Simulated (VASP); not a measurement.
# Zr (P6_3/mmc) in VASP: single point with PBE

Aim: the single point of Zr with PBE.

All numbers are computed with VASP 6.6.1; they aren't measurements. Logs are shortened: lines on timing, memory, paths and dates and some standing lists are left out, and cuts for length are marked.

## Step 1: The cell of the first run

Symmetry: P6_3/mmc, No. 194, hexagonal system. Conventional cell: a = 3.232 Å, b = 3.232 Å, c = 5.147 Å, α = 90.00°, β = 90.00°, γ = 120.00°. Zr (site symmetry -6m2) has 12 Zr at 3.18 to 3.23 Å within 4.2 Å.

## Step 2: Single point, PBE

INCAR

```
PREC     = Accurate       # precision mode
ENCUT    = 520            # plane-wave cutoff, eV
EDIFF    = 1E-6           # SCF threshold, eV
ISMEAR   = 0              # smearing method
SIGMA    = 0.15           # smearing width, eV
LREAL    = False          # projectors in reciprocal space
LASPH    = True           # aspherical terms in the spheres
NELM     = 100            # most SCF steps
ALGO     = Fast           # electronic algorithm
ISIF     = 2              # what is computed and relaxed
LWAVE    = False          # write WAVECAR
LCHARG   = False          # write CHGCAR
GGA      = PE             # functional
NBANDS   = 19             # bands
```

KPOINTS

```
Automatic mesh
0
Gamma
  18 18 10
```

POSCAR

```
Zr
1.0
    3.2319982225      0.0000000000      0.0000000000
   -1.6159991112      2.7989925657      0.0000000000
    0.0000000000      0.0000000000      5.1470000000
Zr
2
Direct
    0.3333333333      0.6666666667      0.2500000000
    0.6666666667      0.3333333333      0.7500000000
```

Potentials or basis: VASP PAW PBE potentials, release 64 (Zr_sv).

Started as:

```console
$ cat potpaw_PBE.64/Zr_sv/POTCAR > POTCAR
$ mpirun -np 1 vasp_std > vasp.out
```

OUTCAR:

```text
PREC = Accurate
   ENCUT = 520
   EDIFF = 1E-6
   ISMEAR = 0
   LREAL = False
   LASPH = True
   NELM = 100
   ISIF = 2
   GGA = PE

 ion  position               nearest neighbor table
   1  0.333  0.667  0.250-   2 3.18   2 3.18   2 3.18   2 3.18   2 3.18   2 3.18
   2  0.667  0.333  0.750-   1 3.18   1 3.18   1 3.18   1 3.18   1 3.18   1 3.18

  LATTYP: Found a hexagonal cell.
 ALAT       =     3.2319982225
 C/A-ratio  =     1.5925132521

  Lattice vectors:

 A1 = (   3.2319982225,   0.0000000000,   0.0000000000)
 A2 = (  -1.6159991112,   2.7989925657,   0.0000000000)
 A3 = (   0.0000000000,   0.0000000000,   5.1470000000)

Analysis of symmetry for initial positions (statically):
=====================================================================
 Subroutine PRICEL returns:
 Original cell was already a primitive cell.

 Routine SETGRP: Setting up the symmetry group for a
 hexagonal supercell.

 Subroutine GETGRP returns: Found 24 space group operations
 (whereof 12 operations were pure point group operations)
 out of a pool of 24 trial point group operations.

The static configuration has the point symmetry D_3d.
 The point group associated with its full space group is D_6h.

Analysis of symmetry for dynamics (positions and initial velocities):
=====================================================================
 Subroutine PRICEL returns:
 Original cell was already a primitive cell.

 Routine SETGRP: Setting up the symmetry group for a
 hexagonal supercell.

 Subroutine GETGRP returns: Found 24 space group operations
 (whereof 12 operations were pure point group operations)
 out of a pool of 24 trial point group operations.

The dynamic configuration has the point symmetry D_3d.
 The point group associated with its full space group is D_6h.

 Subroutine INISYM returns: Found 24 space group operations
 (whereof 12 operations are pure point group operations),
 and found     1 'primitive' translations

----------------------------------------------------------------------------------------

                                     Primitive cell

  volume of cell :      46.5615

  direct lattice vectors                    reciprocal lattice vectors
     3.231998223  0.000000000  0.000000000     0.309406111  0.178635701  0.000000000
    -1.615999111  2.798992566  0.000000000     0.000000000  0.357271403  0.000000000
     0.000000000  0.000000000  5.147000000     0.000000000  0.000000000  0.194287935

  length of vectors
     3.231998223  3.231998222  5.147000000     0.357271403  0.357271403  0.194287935

  position of ions in fractional coordinates (direct lattice)
     0.333333333  0.666666667  0.250000000
     0.666666667  0.333333333  0.750000000

  ion indices of the primitive-cell ions
   primitive index   ion index
                 1           1
                 2           2

----------------------------------------------------------------------------------------

 KPOINTS: Automatic mesh

Automatic generation of k-mesh.
 Grid dimensions read from file:
 generate k-points for:   18   18   10

 Generating k-lattice:

  Cartesian coordinates                     Fractional coordinates (reciprocal lattice)
     0.017189228  0.009924206  0.000000000     0.055555556  0.000000000  0.000000000
     0.000000000  0.019848411  0.000000000     0.000000000  0.055555556  0.000000000
     0.000000000  0.000000000  0.019428793     0.000000000  0.000000000  0.100000000

  Length of vectors
     0.019848411  0.019848411  0.019428793

  Shift w.r.t. Gamma in fractional coordinates (k-lattice)
     0.000000000  0.000000000  0.000000000

 Subroutine IBZKPT returns following result:
 ===========================================

 Found    222 irreducible k-points:

 Following reciprocal coordinates:
            Coordinates               Weight
  0.000000  0.000000  0.000000      1.000000
  0.055556 -0.000000  0.000000      6.000000
  0.111111 -0.000000  0.000000      6.000000
  0.166667 -0.000000  0.000000      6.000000
  0.222222  0.000000  0.000000      6.000000
  0.277778  0.000000  0.000000      6.000000
[... 16 lines left out ...]
  0.333333  0.111111  0.000000     12.000000
  0.388889  0.111111  0.000000     12.000000
 [... further k-points ...]
   k-points           NKPTS =    222   k-points in BZ     NKDIM =    222   number of bands    NBANDS=     19
   number of dos      NEDOS =    301   number of ions     NIONS =      2
   total plane-waves  NPLWV =  23040
   dimension x,y,z NGX =    24 NGY =   24 NGZ =   40
   dimension x,y,z NGXF=    48 NGYF=   48 NGZF=   80
   ions per type =               2
   NGX,Y,Z   is equivalent  to a cutoff of  12.35, 12.35, 12.92 a.u.
   NGXF,Y,Z  is equivalent  to a cutoff of  24.69, 24.69, 25.84 a.u.
 SYSTEM =  unknown system
   PREC   = accura    normal or accurate (medium, high low for compatibility)
   ISTART =      0    job   : 0-new  1-cont  2-samecut
   ICHARG =      2    charge: 1-file 2-atom 10-const
   ISPIN  =      1    spin polarized calculation?
   LNONCOLLINEAR =      F non collinear calculations
   LSORBIT =      F    spin-orbit coupling
   LASPH  =      T    aspherical Exc in radial PAW
   ENCUT  =  520.0 eV  38.22 Ry    6.18 a.u.   6.01  6.01  9.57*2*pi/ulx,y,z
   NELM   =    100;   NELMIN=  2; NELMDL= -5     # of ELM steps
   EDIFF  = 0.1E-05   stopping-criterion for ELM
   LREAL  =      F    real-space projection
   EDIFFG = 0.1E-04   stopping-criterion for IOM
   NSW    =      0    number of steps for IOM
   IBRION =     -1    ionic relax: 0-MD 1-quasi-New 2-CG
   NFREE  =      0    steps in history (QN), initial steepest desc. (CG)
   ISIF   =      2    stress and relaxation
   ISYM   =      2    0-nonsym 1-usesym 2-fastsym
   POTIM  = 0.5000    time-step for ionic-motion
   TEBEG  =    0.0;   TEEND  =   0.0 temperature during run
   PSTRESS=    0.0 pullay stress
   NELECT =      24.0000    total number of electrons
   NUPDOWN=      -1.0000    fix difference up-down
   EMIN   =  10.00;   EMAX   =-10.00  energy-range for DOS
   EFERMI =   0.00;   METHOD = LEGACY
   ISMEAR =     0;   SIGMA  =   0.15  broadening in eV -4-tet -1-fermi 0-gaus
   EFERMI_NEDOS =   21; number of points for ismear=-14 and -15
   IALGO  =     68    algorithm
   IMIX   =      4    mixing-type and parameters
     AMIX     =   0.40;   BMIX     =  1.00
     AMIX_MAG =   1.60;   BMIX_MAG =  1.00
  volume/ion in A,a.u.               =      23.28       157.11
  Fermi-wavevector in a.u.,A,eV,Ry     =   1.312612  2.480476 23.442147  1.722949
  Thomas-Fermi vector in A             =   2.442992
   LORBIT       =      0    0 simple, 1 ext, 2 COOP (PROOUT), +10 PAW based schemes
   GGA     = PE    functional components
   LHFCALC =     F    Hartree Fock is set to
   AEXX    =    0.0000 exact exchange contribution
   IVDW    =     0    specifies the selected vdW correction
   LEPSILON=     F    determine dielectric tensor
   LRPA    =     F    only Hartree local field effects (RPA)
 non-spin polarized calculation
 RMM-DIIS sequential band-by-band and
 Gauss-broadening in eV      SIGMA  =   0.15
  energy-cutoff  :      520.00
  volume of cell :       46.56
 maximum number of plane-waves:      1284
   NGX = 13   NGY = 13   NGZ = 19

 number of electron      24.0000000 magnetization

 Free energy of the ion-electron system (eV)
  ---------------------------------------------------
  ext. energy  EPLUGINS =         0.00000000
  ---------------------------------------------------
  free energy    TOTEN  =       -17.05150444 eV

  energy without entropy =      -17.02853253  energy(sigma->0) =      -17.04001849

 E-fermi :   8.9942     XC(G=0): -11.0821

 val. band max:        8.9882254908   @ k =   0.1111   0.0556   0.1000
 cond. band min:       8.9955066251   @ k =   0.3333   0.2778   0.3000
 fundamental gap:      0.0072811343
 Fermi energy:         8.9942421607

 k-point     1 :       0.0000    0.0000    0.0000
  band No.  band energies     occupation
      1     -39.8435      2.00000
      2     -39.6890      2.00000
      3     -18.3666      2.00000
      4     -17.4974      2.00000
      5     -17.4974      2.00000
      6     -17.3599      2.00000
[... 11 lines left out ...]
     18      11.1304      0.00000
     19      13.4264      0.00000

 k-point     2 :       0.0556   -0.0000    0.0000
  band No.  band energies     occupation
      1     -39.8400      2.00000
      2     -39.6875      2.00000
      3     -18.3571      2.00000
      4     -17.5184      2.00000
      5     -17.5044      2.00000
      6     -17.3778      2.00000
[... 11 lines left out ...]
     18      11.0522      0.00000
     19      13.4877      0.00000

 k-point     3 :       0.1111   -0.0000    0.0000
  band No.  band energies     occupation
      1     -39.8297      2.00000
      2     -39.6834      2.00000
      3     -18.3292      2.00000
      4     -17.5790      2.00000
      5     -17.5240      2.00000
      6     -17.4402      2.00000
[... 11 lines left out ...]
     18      10.8494      0.00000
     19      13.6305      0.00000

 k-point     4 :       0.1667   -0.0000    0.0000
  band No.  band energies     occupation
      1     -39.8137      2.00000
      2     -39.6773      2.00000
      3     -18.2847      2.00000
      4     -17.6717      2.00000
      5     -17.5533      2.00000
      6     -17.5335      2.00000
[... 11 lines left out ...]
     18      11.2093      0.00000
     19      13.8053      0.00000

 k-point     5 :       0.2222    0.0000    0.0000
  band No.  band energies     occupation
      1     -39.7934      2.00000
      2     -39.6703      2.00000
      3     -18.2262      2.00000
      4     -17.7854      2.00000
      5     -17.6445      2.00000
      6     -17.5879      2.00000
[... 11 lines left out ...]
     18      11.6914      0.00000
     19      13.9677      0.00000

 k-point     6 :       0.2778    0.0000    0.0000
  band No.  band energies     occupation
      1     -39.7708      2.00000
      2     -39.6638      2.00000
      3     -18.1577      2.00000
      4     -17.9060      2.00000
      5     -17.7587      2.00000
      6     -17.6238      2.00000
[... 11 lines left out ...]
     18      12.2666      0.00000
     19      14.0977      0.00000

 k-point     7 :       0.3333    0.0000    0.0000
  band No.  band energies     occupation
      1     -39.7482      2.00000
      2     -39.6590      2.00000
      3     -18.0843      2.00000
      4     -18.0187      2.00000
      5     -17.8630      2.00000
      6     -17.6566      2.00000
[... 11 lines left out ...]
     18      12.8926      0.00000
     19      14.1909      0.00000

 k-point     8 :       0.3889   -0.0000    0.0000
  band No.  band energies     occupation
      1     -39.7280      2.00000
      2     -39.6568      2.00000
      3     -18.1101      2.00000
      4     -18.0136      2.00000
      5     -17.9461      2.00000
      6     -17.6828      2.00000
[... 256 lines left out ...]
 k-point    20 :       0.1667    0.1111    0.0000
  band No.  band energies     occupation
      1     -39.7853      2.00000
      2     -39.6678      2.00000
      3     -18.2020      2.00000
      4     -17.7921      2.00000
      5     -17.7321      2.00000
      6     -17.5681      2.00000
[... 11 lines left out ...]
     18      12.1031      0.00000
     19      13.8905      0.00000

 k-point    21 :       0.2222    0.1111    0.0000
  band No.  band energies     occupation
      1     -39.7637      2.00000
      2     -39.6621      2.00000
      3     -18.1352      2.00000
      4     -17.9013      2.00000
      5     -17.8147      2.00000
      6     -17.6219      2.00000
[... 11 lines left out ...]
     18      12.7601      0.00000
     19      13.9722      0.00000

 k-point    22 :       0.2778    0.1111    0.0000
  band No.  band energies     occupation
      1     -39.7419      2.00000
      2     -39.6580      2.00000
      3     -18.0633      2.00000
      4     -18.0064      2.00000
      5     -17.8870      2.00000
      6     -17.6733      2.00000
[... 11 lines left out ...]
     18      13.4773      0.00000
     19      14.0341      0.00000

 k-point    23 :       0.3333    0.1111    0.0000
  band No.  band energies     occupation
      1     -39.7224      2.00000
      2     -39.6564      2.00000
      3     -18.0917      2.00000
      4     -17.9931      2.00000
      5     -17.9449      2.00000
      6     -17.7147      2.00000
[... 11 lines left out ...]
     18      14.0740      0.00000
     19      14.2085      0.00000

 k-point    24 :       0.3889    0.1111    0.0000
  band No.  band energies     occupation
      1     -39.7080      2.00000
      2     -39.6571      2.00000
      3     -18.1469      2.00000
      4     -17.9826      2.00000
      5     -17.9362      2.00000
      6     -17.7413      2.00000
[... 11 lines left out ...]
     18      14.0953      0.00000
     19      14.8688      0.00000

 [... further k-points ...]
[... 5 lines left out ...]
  --------------------------------------------------------------------------------------
  -------------------------------------------------------------------------------------
  Total        0.0928487      0.0928487      0.2291290      0.0000000      0.0000000      0.0000000
  in kB        3.1949151      3.1949151      7.8843091      0.0000000      0.0000000      0.0000000
  external PRESSURE =       4.7580465 kB  Pullay stress =       0.0000000 kB

 VOLUME and BASIS-vectors are now :
 -----------------------------------------------------------------------------
  energy-cutoff  :      520.00
  volume of cell :       46.56
      direct lattice vectors                 reciprocal lattice vectors
     3.231998223  0.000000000  0.000000000     0.309406111  0.178635701  0.000000000
    -1.615999111  2.798992566  0.000000000     0.000000000  0.357271403  0.000000000
     0.000000000  0.000000000  5.147000000     0.000000000  0.000000000  0.194287935

 POSITION                                       TOTAL-FORCE (eV/Angst)
 -----------------------------------------------------------------------------------
     -0.00000      1.86600      1.28675         0.000000     -0.000000      0.000000
      1.61600      0.93300      3.86025        -0.000000      0.000000      0.000000
 -----------------------------------------------------------------------------------
    total drift:                               -0.000000      0.000000     -0.000000

  FREE ENERGIE OF THE ION-ELECTRON SYSTEM (eV)
  ---------------------------------------------------
  free  energy   TOTEN  =       -17.0515044427 eV

  energy  without entropy=      -17.0285325338  energy(sigma->0) =      -17.04001849
```

Run time: 2.1 min. Hardware: 1 thread of Intel Xeon Platinum 8488C (Sapphire Rapids), shared host; peak memory 0.27 GiB.

What came out:

| Item | Value |
| --- | --- |
| Free energy | -17.0515 eV |
| Pressure | 0.5 GPa |
| Band gap on the k mesh | zero (band 12 reaches 9.94 eV, above the bottom of band 13 at 8.74 eV) |
